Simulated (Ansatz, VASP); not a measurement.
Two plane-wave programs on Ta

```
Ta
1.0
    -1.55220    1.65128    1.65128
     1.55220   -1.65128    1.65128
     1.55220    1.65128   -1.65128
Ta
1
Direct
  0.00000 0.00000 0.00000
```

Change from the starting cell: strain -0.0600 x Voigt [1, 0, 0, 0, 0, 0], atoms carried along.

Alike in both runs: task single point; functional PBE; k mesh 20 × 20 × 20; occupations gaussian, width 0.15 eV; no spin polarisation.

|  | VASP | Ansatz |
| --- | --- | --- |
| version | VASP 6.6.1 | Ansatz 0.2.0 |
| potentials or method | VASP PAW PBE potentials, release 64 (Ta_pv), cutoff 520 eV | scalar-relativistic, plane waves, PAW |
| valence electrons in the cell | 11 | 13 |

```csv
,VASP,Ansatz,Ansatz less VASP
gap on the k mesh at the Fermi level (eV),none,none,-
pressure (GPa),18.1,17.8,-0.25
"traceless stress, the component that is largest in VASP (GPa)",5.10,5.12,+0.019
```

A gap of «none» marks a metal or a gap that the smearing closes. VASP's potentials hold 11 valence electrons a cell and Ansatz's 13, so a difference there can come from the potentials and not from the codes.

Neither program's run includes spin-orbit coupling.
